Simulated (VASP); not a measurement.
# Ta (P6/mmm) in VASP: notebook

Ta is run at these levels: PBE; tasks: single point, relaxation of cell and atoms.

Everything below comes from runs of VASP 6.6.1. Logs are shortened: lines on timing, memory, paths and dates and some standing lists are left out, and cuts for length are marked.

## (1) The cell of the first run

Symmetry: P6/mmm, No. 191, hexagonal system. Conventional cell: a = 3.831 Å, b = 3.831 Å, c = 2.211 Å, α = 90.00°, β = 90.00°, γ = 120.00°. Within 2.9 Å of Ta (site symmetry 6/mmm) lie 14 Ta at 2.21 to 2.47 Å. Within 2.9 Å of Ta (site symmetry -6m2) lie 11 Ta at 2.21 to 2.47 Å.

This isn't the form of Ta at room conditions, which is bcc.

## (2) Single point, PBE

Contents of INCAR:

```
SYSTEM = Ta
PREC     = Accurate       ! precision mode
ENCUT    = 500            ! plane-wave cutoff, eV
EDIFF    = 1E-6           ! SCF threshold, eV
ISMEAR   = -1             ! smearing method
SIGMA    = 0.08           ! smearing width, eV
LREAL    = .FALSE.        ! projectors in reciprocal space
LASPH    = .TRUE.         ! aspherical terms in the spheres
NELM     = 120            ! most SCF steps
ALGO     = Normal         ! electronic algorithm
ISIF     = 2              ! what is computed and relaxed
LWAVE    = .FALSE.        ! write WAVECAR
LCHARG   = .FALSE.        ! write CHGCAR
GGA      = PE             ! functional
NBANDS   = 26             ! bands
GGA_COMPAT= .FALSE.
```

Contents of KPOINTS:

```
regular mesh
0
G
  10 10 14
  0 0 0
```

Contents of POSCAR:

```
Ta
1.0
    3.8309395330      0.0000000000      0.0000000000
   -1.9154697665      3.3176909560      0.0000000000
    0.0000000000      0.0000000000      2.2111762057
Ta
3
Direct
    0.0000000000      0.0000000000      0.0000000000
    0.3333333333      0.6666666667      0.5000000000
    0.6666666667      0.3333333333      0.5000000000
```

Potentials or basis: VASP PAW PBE potentials, release 64 (Ta_sv_GW).

Started as:

```bash
$ cat potpaw_PBE.64/Ta_sv_GW/POTCAR > POTCAR
$ mpirun -np 1 vasp_std > vasp.out
```

OUTCAR:

```text
SYSTEM = Ta
   PREC = Accurate
   ENCUT = 500
   EDIFF = 1E-6
   ISMEAR = -1
   LREAL = .FALSE.
   LASPH = .TRUE.
   NELM = 120
   ISIF = 2
   GGA = PE

 ion  position               nearest neighbor table
   1  0.000  0.000  0.000-   2 2.47   3 2.47   2 2.47   3 2.47   3 2.47   3 2.47   2 2.47   2 2.47
                             3 2.47   3 2.47   2 2.47   2 2.47
   2  0.333  0.667  0.500-   3 2.21   3 2.21   3 2.21   1 2.47   1 2.47   1 2.47   1 2.47   1 2.47
                             1 2.47   3 3.13   3 3.13   3 3.13   3 3.13   3 3.13   3 3.13
   3  0.667  0.333  0.500-   2 2.21   2 2.21   2 2.21   1 2.47   1 2.47   1 2.47   1 2.47   1 2.47
                             1 2.47   2 3.13   2 3.13   2 3.13   2 3.13   2 3.13   2 3.13

  LATTYP: Found a hexagonal cell.
 ALAT       =     3.8309395330
 C/A-ratio  =     0.5771890124

  Lattice vectors:

 A1 = (   3.8309395330,   0.0000000000,   0.0000000000)
 A2 = (  -1.9154697665,   3.3176909560,   0.0000000000)
 A3 = (   0.0000000000,   0.0000000000,   2.2111762057)

Analysis of symmetry for initial positions (statically):
=====================================================================
 Subroutine PRICEL returns:
 Original cell was already a primitive cell.

 Routine SETGRP: Setting up the symmetry group for a
 hexagonal supercell.

 Subroutine GETGRP returns: Found 24 space group operations
 (whereof 24 operations were pure point group operations)
 out of a pool of 24 trial point group operations.

The static configuration has the point symmetry D_6h.

Analysis of symmetry for dynamics (positions and initial velocities):
=====================================================================
 Subroutine PRICEL returns:
 Original cell was already a primitive cell.

 Routine SETGRP: Setting up the symmetry group for a
 hexagonal supercell.

 Subroutine GETGRP returns: Found 24 space group operations
 (whereof 24 operations were pure point group operations)
 out of a pool of 24 trial point group operations.

The dynamic configuration has the point symmetry D_6h.

 Subroutine INISYM returns: Found 24 space group operations
 (whereof 24 operations are pure point group operations),
 and found     1 'primitive' translations

----------------------------------------------------------------------------------------

                                     Primitive cell

  volume of cell :      28.1038

  direct lattice vectors                    reciprocal lattice vectors
     3.830939533  0.000000000  0.000000000     0.261032572  0.150707226  0.000000000
[... 89 lines left out ...]
   LREAL  =      F    real-space projection
   EDIFFG = 0.1E-04   stopping-criterion for IOM
   NSW    =      0    number of steps for IOM
   IBRION =     -1    ionic relax: 0-MD 1-quasi-New 2-CG
   NFREE  =      0    steps in history (QN), initial steepest desc. (CG)
   ISIF   =      2    stress and relaxation
   ISYM   =      2    0-nonsym 1-usesym 2-fastsym
   POTIM  = 0.5000    time-step for ionic-motion
   TEBEG  =    0.0;   TEEND  =   0.0 temperature during run
   PSTRESS=    0.0 pullay stress
   NELECT =      39.0000    total number of electrons
   NUPDOWN=      -1.0000    fix difference up-down
   EMIN   =  10.00;   EMAX   =-10.00  energy-range for DOS
   EFERMI =   0.00;   METHOD = LEGACY
   ISMEAR =    -1;   SIGMA  =   0.08  broadening in eV -4-tet -1-fermi 0-gaus
   EFERMI_NEDOS =   21; number of points for ismear=-14 and -15
   IALGO  =     38    algorithm
   IMIX   =      4    mixing-type and parameters
     AMIX     =   0.40;   BMIX     =  1.00
     AMIX_MAG =   1.60;   BMIX_MAG =  1.00
  volume/ion in A,a.u.               =       9.37        63.22
  Fermi-wavevector in a.u.,A,eV,Ry     =   1.826031  3.450698 45.367125  3.334390
  Thomas-Fermi vector in A             =   2.881429
   LORBIT       =      0    0 simple, 1 ext, 2 COOP (PROOUT), +10 PAW based schemes
   GGA     = PE    functional components
   LHFCALC =     F    Hartree Fock is set to
   AEXX    =    0.0000 exact exchange contribution
   IVDW    =     0    specifies the selected vdW correction
   LEPSILON=     F    determine dielectric tensor
   LRPA    =     F    only Hartree local field effects (RPA)
 non-spin polarized calculation
  energy-cutoff  :      500.00
  volume of cell :       28.10
 maximum number of plane-waves:       740
 NGX is ok and might be reduce to    28
   NGX = 13   NGY = 13   NGZ =  9

 number of electron      39.0000001 magnetization

 Free energy of the ion-electron system (eV)
  ---------------------------------------------------
  ext. energy  EPLUGINS =         0.00000000
  ---------------------------------------------------
  free energy    TOTEN  =       -18.77266240 eV

  energy without entropy =      -18.75199534  energy(sigma->0) =      -18.76232887

 E-fermi :  22.7269     XC(G=0): -17.1419

 val. band max:       22.6969878471   @ k =   0.3000   0.3000   0.1429
 cond. band min:      22.7364155032   @ k =   0.2000   0.0000   0.1429
 fundamental gap:      0.0394276561
 Fermi energy:        22.7269324575

 k-point     1 :       0.0000    0.0000    0.0000
  band No.  band energies     occupation
      1     -46.0505      2.00000
      2     -44.3926      2.00000
      3     -44.3514      2.00000
      4     -14.6686      2.00000
      5     -14.6686      2.00000
      6     -13.5273      2.00000
[... 685 lines left out ...]
     25      29.0203      0.00000
     26      31.4071      0.00000

 [... further k-points ...]

------------------------ aborting loop because EDIFF is reached ----------------------------------------

  FORCE on cell =-STRESS in cart. coord.  units (eV):
  Direction    XX          YY          ZZ          XY          YZ          ZX
  --------------------------------------------------------------------------------------
  -------------------------------------------------------------------------------------
  Total       84.7783455     84.7783455     85.0779117     -0.0000000      0.0000000     -0.0000000
  in kB     4833.1574193   4833.1574195   4850.2354928     -0.0000000      0.0000000     -0.0000000
  external PRESSURE =    4838.8501105 kB  Pullay stress =       0.0000000 kB

 VOLUME and BASIS-vectors are now :
 -----------------------------------------------------------------------------
  energy-cutoff  :      500.00
  volume of cell :       28.10
      direct lattice vectors                 reciprocal lattice vectors
     3.830939533  0.000000000  0.000000000     0.261032572  0.150707226  0.000000000
    -1.915469767  3.317690956  0.000000000     0.000000000  0.301414452  0.000000000
     0.000000000  0.000000000  2.211176206     0.000000000  0.000000000  0.452247992

 POSITION                                       TOTAL-FORCE (eV/Angst)
 -----------------------------------------------------------------------------------
      0.00000      0.00000      0.00000         0.000000      0.000000      0.000000
     -0.00000      2.21179      1.10559        -0.000000      0.000000     -0.000000
      1.91547      1.10590      1.10559        -0.000000     -0.000000      0.000000
 -----------------------------------------------------------------------------------
    total drift:                                0.000000      0.000000     -0.000000

  FREE ENERGIE OF THE ION-ELECTRON SYSTEM (eV)
  ---------------------------------------------------
  free  energy   TOTEN  =       -18.7726624000 eV

  energy  without entropy=      -18.7519953357  energy(sigma->0) =      -18.76232887
```

OSZICAR:

```text
N       E                     dE             d eps       ncg     rms          rms(c)
DAV:   1     0.355678861273E+03    0.35568E+03   -0.25501E+04  5824   0.155E+03
DAV:   2    -0.298541237429E+01   -0.35866E+03   -0.35232E+03  7424   0.433E+02
DAV:   3    -0.187216343810E+02   -0.15736E+02   -0.15525E+02  7066   0.860E+01
DAV:   4    -0.191437556518E+02   -0.42212E+00   -0.42183E+00  6786   0.132E+01
DAV:   5    -0.191558882273E+02   -0.12133E-01   -0.12131E-01  6846   0.201E+00    0.275E+02
DAV:   6    -0.188219265087E+02    0.33396E+00   -0.44970E-01  6544   0.514E+00    0.151E+02
DAV:   7    -0.187693168144E+02    0.52610E-01   -0.54745E-01  6804   0.527E+00    0.160E+01
DAV:   8    -0.187693983862E+02   -0.81572E-04   -0.26688E-02  6236   0.117E+00    0.126E+01
DAV:   9    -0.187697202417E+02   -0.32186E-03   -0.13500E-03  6894   0.343E-01    0.746E+00
DAV:  10    -0.187727103875E+02   -0.29901E-02   -0.69705E-03  5984   0.905E-01    0.389E+00
DAV:  11    -0.187726629363E+02    0.47451E-04   -0.29263E-04  6586   0.143E-01    0.810E-01
DAV:  12    -0.187726624000E+02    0.53637E-06   -0.89281E-06  6556   0.244E-02
   1 F= -.18772662E+02 E0= -.18762329E+02  d E =-.206671E-01
```

stdout:

```text
POSCAR found type information on POSCAR Ta
 POSCAR found :  1 types and       3 ions
 scaLAPACK will be used
 LDA part: xc-table for (Slater+PW92), standard interpolation
 POSCAR, INCAR and KPOINTS ok, starting setup
 FFT: planning ... GRIDC
 FFT: planning ... GRID_SOFT
 FFT: planning ... GRID
 WAVECAR not read
 entering main loop
```

It took 40 s on 1 thread of Intel Xeon Platinum 8488C (Sapphire Rapids), shared host; peak memory 0.18 GiB.

Results:

* Free energy: -18.7727 eV
* Pressure: 483.9 GPa
* Band gap on the k mesh: zero (an odd number of electrons rules out a gap without spin polarisation)

Caveat: the cell stands under pressure; spin-orbit coupling is left out, which moves the levels of the heavy elements.

## (3) Relaxation of cell and atoms, PBE, target pressure 480 GPa, at which the enthalpy is minimised

This run uses another cell than the first one, of 9.25 Å³/atom.

Contents of INCAR:

```
SYSTEM = Ta
ALGO = Normal
EDIFF = 1E-6
EDIFFG = -0.005
ENCUT = 600
GGA = PE
IBRION = 2
ISIF = 3
ISMEAR = -1
LASPH = .TRUE.
LCHARG = .FALSE.
LREAL = .FALSE.
LWAVE = .FALSE.
NELM = 100
NSW = 60
PREC = Accurate
PSTRESS = 4800.0
SIGMA = 0.08
```

Contents of KPOINTS:

```
k-points
0
G
  10 10 14
  0 0 0
```

Contents of POSCAR:

```
Ta
1.0
    3.7253732340      0.0000000000      0.0000000000
   -1.8626866170      3.2262678592      0.0000000000
    0.0000000000      0.0000000000      2.3097314051
Ta
3
Direct
    0.0000000000      0.0000000000      0.0000000000
    0.3333333333      0.6666666667      0.5000000000
    0.6666666667      0.3333333333      0.5000000000
```

Potentials or basis: VASP PAW PBE potentials, release 64 (Ta_pv).

Started as:

```bash
$ cat potpaw_PBE.64/Ta_pv/POTCAR > POTCAR
$ mpirun -np 1 vasp_std > vasp.out
```

It took 7 min on 1 thread of AMD EPYC 7R13 (Zen 3), shared host; peak memory 0.17 GiB.

The run converged. Its results:

* Free energy: -11.5316 eV
* Relaxed volume: 9.43 Å³/atom
* Relaxed cell: a = 3.840 Å, b = 3.840 Å, c = 2.216 Å, α = 90.00°, β = 90.00°, γ = 120.00°
* Space group after relaxing (to 0.1 Å): P6/mmm (No. 191)
* Energy change on relaxing (the run minimises the enthalpy): -663.1 meV/atom
* Ionic steps: 14
* Pressure after relaxing: 480.1 GPa
* Band gap on the k mesh: zero (an odd number of electrons rules out a gap without spin polarisation)

The path:
| step | energy change (eV) | largest force (eV/Å) | pressure (GPa) | volume (Å³) |
| --- | --- | --- | --- | --- |
| 1 | 0.0000 | 0.0000 | 509.55 | 27.76 |
| 2 | -14.6029 | 0.0000 | 229.67 | 34.82 |
| 3 | -3.5305 | 0.0000 | 444.75 | 28.88 |
| 4 | -1.0143 | 0.0000 | 488.20 | 28.49 |
| 5 | -3.5165 | 0.0000 | 449.27 | 28.82 |
| 6 | -3.4975 | 0.0000 | 449.87 | 28.82 |
| 7 | 4.7705 | 0.0000 | 616.91 | 26.31 |
| 8 | -2.0546 | 0.0000 | 478.64 | 28.32 |
| 9 | -2.0008 | 0.0000 | 479.68 | 28.30 |
| 10 | -1.9700 | 0.0000 | 480.31 | 28.29 |
| 11 | -1.9599 | 0.0000 | 480.67 | 28.29 |
| 12 | -1.9624 | 0.0000 | 480.60 | 28.29 |
| 13 | -2.0811 | 0.0000 | 478.32 | 28.33 |
| 14 | -1.9893 | 0.0000 | 480.05 | 28.30 |

Final structure:
```yaml
crystal:
  lattice:
    - [3.83955, 0.00000, 0.00000]
    - [-1.91977, 3.32514, 0.00000]
    - [0.00000, 0.00000, 2.21626]
  atoms:
    - { symbol: Ta, position: [0.00000, 0.00000, 0.00000] }
    - { symbol: Ta, position: [0.33333, 0.66667, 0.50000] }
    - { symbol: Ta, position: [0.66667, 0.33333, 0.50000] }
```

Levels at points of the mesh, in eV from the Fermi level:
```csv
k point,band 14,band 15,band 16,band 17,band 18,band 19
"(0.00, 0.00, 0.00)",-1.36,-1.36,-1.01,-1.01,0.26,0.26
"(0.50, 0.00, 0.00)",-4.71,-3.37,-2.82,-1.12,1.17,4.78
"(0.00, 0.00, 0.50)",-2.77,-0.66,-0.66,-0.26,2.50,2.50
"(0.50, 0.00, 0.50)",-3.95,-3.51,-2.99,0.24,2.29,4.43
```

Caveat: the cell is relaxed towards a set pressure, so the run minimises the enthalpy, not the energy; spin-orbit coupling is left out, which moves the levels of the heavy elements.

## (4) Relaxation of cell and atoms, PBE, target pressure 480 GPa, at which the enthalpy is minimised

Contents of INCAR:

```
PREC     = Accurate       # precision mode
ENCUT    = 600            # plane-wave cutoff, eV
EDIFF    = 1E-6           # SCF threshold, eV
ISMEAR   = -1             # smearing method
SIGMA    = 0.08           # smearing width, eV
LREAL    = F              # projectors in reciprocal space
LASPH    = T              # aspherical terms in the spheres
NELM     = 60             # most SCF steps
ALGO     = Normal         # electronic algorithm
ISIF     = 3              # what is computed and relaxed
LWAVE    = F              # write WAVECAR
LCHARG   = F              # write CHGCAR
GGA      = PE             # functional
IBRION   = 2              # ionic algorithm
NSW      = 32             # ionic steps
EDIFFG   = -0.005         # ionic threshold
PSTRESS  = 4800.0
```

Contents of KPOINTS:

```
regular mesh
0
Gamma
  10 10 14
```

Contents of POSCAR:

```
Ta
1.0
    3.8309395330      0.0000000000      0.0000000000
   -1.9154697665      3.3176909560      0.0000000000
    0.0000000000      0.0000000000      2.2111762058
Ta
3
Direct
    0.0000000000      0.0000000000      0.0000000000
    0.3333333333      0.6666666667      0.5000000000
    0.6666666667      0.3333333333      0.5000000000
```

Started as:

```bash
$ cat potpaw_PBE.64/Ta_pv/POTCAR > POTCAR
$ mpirun -np 1 vasp_std > vasp.out
```

Run time: 3.9 min. Hardware: 1 thread of AMD EPYC 7R13 (Zen 3), shared host; peak memory 0.17 GiB.

Results (log left out):

```
Free energy                                                : -11.5364 eV
Relaxed volume                                             : 9.43 Å³/atom
Relaxed cell                                               : a = 3.840 Å, b = 3.840 Å, c = 2.216 Å, α = 90.00°, β = 90.00°, γ = 120.00°
Space group after relaxing (to 0.1 Å)                      : P6/mmm (No. 191)
Energy change on relaxing (the run minimises the enthalpy) : -195.0 meV/atom
Ionic steps                                                : 8
Pressure after relaxing                                    : 480.0 GPa
Band gap on the k mesh                                     : zero (an odd number of electrons rules out a gap without spin polarisation)
```

The path:
```
step  energy change (eV)  largest force (eV/Å)  pressure (GPa)  volume (Å³)
   1              0.0000                0.0000          491.76        28.10
   2             -7.4523                0.0000          344.72        30.99
   3             -0.6145                0.0000          479.38        28.31
   4             -0.5838                0.0000          479.96        28.30
   5             -0.5723                0.0000          480.21        28.29
   6             -0.5758                0.0000          480.16        28.29
   7             -0.5734                0.0000          480.20        28.29
   8             -0.5849                0.0000          479.97        28.30
```

Final structure:
```
Ta
1.0
     3.83965    0.00000    0.00000
    -1.91982    3.32523    0.00000
     0.00000    0.00000    2.21626
Ta
3
Direct
  0.00000 0.00000 0.00000
  0.33333 0.66667 0.50000
  0.66667 0.33333 0.50000
```

Levels at points of the mesh, in eV from the Fermi level:
```csv
k point,band 13,band 14,band 15,band 16,band 17,band 18,band 19,band 20
"(0.00, 0.00, 0.00)",-2.29,-1.36,-1.36,-1.01,-1.01,0.26,0.26,3.89
"(0.50, 0.00, 0.00)",-5.34,-4.71,-3.37,-2.82,-1.12,1.17,4.78,4.92
"(0.00, 0.00, 0.50)",-7.24,-2.77,-0.66,-0.66,-0.26,2.50,2.50,8.33
"(0.50, 0.00, 0.50)",-7.30,-3.95,-3.51,-2.99,0.24,2.29,4.43,5.23
```

Caveat: the cell is relaxed towards a set pressure, so the run minimises the enthalpy, not the energy; spin-orbit coupling is left out, which moves the levels of the heavy elements.

## (5) Overview

```csv
task,potentials or basis,cell,cutoff (eV),gap on the mesh (eV),pressure (GPa)
single point,"VASP PAW PBE potentials, release 64 (Ta_sv_GW)","a = 3.831, b = 3.831, c = 2.211 Å, angles 90.0, 90.0, 120.0°, 3 atoms",500,none,483.9
relaxation of cell and atoms,"VASP PAW PBE potentials, release 64 (Ta_pv)","relaxed to 480 GPa from a = 3.725, b = 3.725, c = 2.310 Å, angles 90.0, 90.0, 120.0°, 3 atoms",600,none,480.1
relaxation of cell and atoms,"VASP PAW PBE potentials, release 64 (Ta_pv)","relaxed to 480 GPa from a = 3.831, b = 3.831, c = 2.211 Å, angles 90.0, 90.0, 120.0°, 3 atoms",600,none,480.0
```

Alike in all rows: level PBE; no spin polarisation; k mesh 10 × 10 × 14; smearing fermi-dirac 0.08 eV.

Caveats: spin-orbit coupling is left out, which moves the levels of the heavy elements; the cell is relaxed towards a set pressure, so the run minimises the enthalpy, not the energy (at least some runs); the cell stands under pressure (at least some runs).

Absolute energies hang on the potentials; compare differences alone.

The gap in the log of VASP goes by the Fermi energy; the results here count the filled bands.